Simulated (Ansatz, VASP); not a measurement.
ZnSe in VASP and in Ansatz

```
CELL_PARAMETERS angstrom
0.00000 2.85257 2.85257
2.85257 0.00000 2.85257
2.85257 2.85257 0.00000
ATOMIC_POSITIONS crystal
Zn 0.00000 0.00000 0.00000
Se 0.25000 0.25000 0.25000
```

Change from the starting cell: volume scaled by 1.02, ions relaxed.

Alike in both runs: task relaxation of the atoms; functional PBE; k mesh 13 × 13 × 13; occupations fermi-dirac, width 0.02 eV; no spin polarisation.

|  | VASP | Ansatz |
| --- | --- | --- |
| version | VASP 6.6.1 | Ansatz 0.2.0 |
| potentials or method | VASP PAW PBE potentials, release 64 (Zn, Se) | plane-wave PAW, scalar-relativistic |
| plane-wave cutoff (eV) | 520 | 420 |
| valence electrons in the cell | 18 | 28 |

|  | VASP | Ansatz | Ansatz less VASP |
| --- | --- | --- | --- |
| gap on the k mesh at the Fermi level, each at its own relaxed structure (eV) | 1.21 | 1.21 | -0.002 |

VASP's potentials hold 18 valence electrons a cell and Ansatz's 28, so a difference there can come from the potentials and not from the codes. Ansatz's warnings: stress scf threshold loose.

Noted on VASP's run: the relaxation stopped at its first step, so nothing moved.
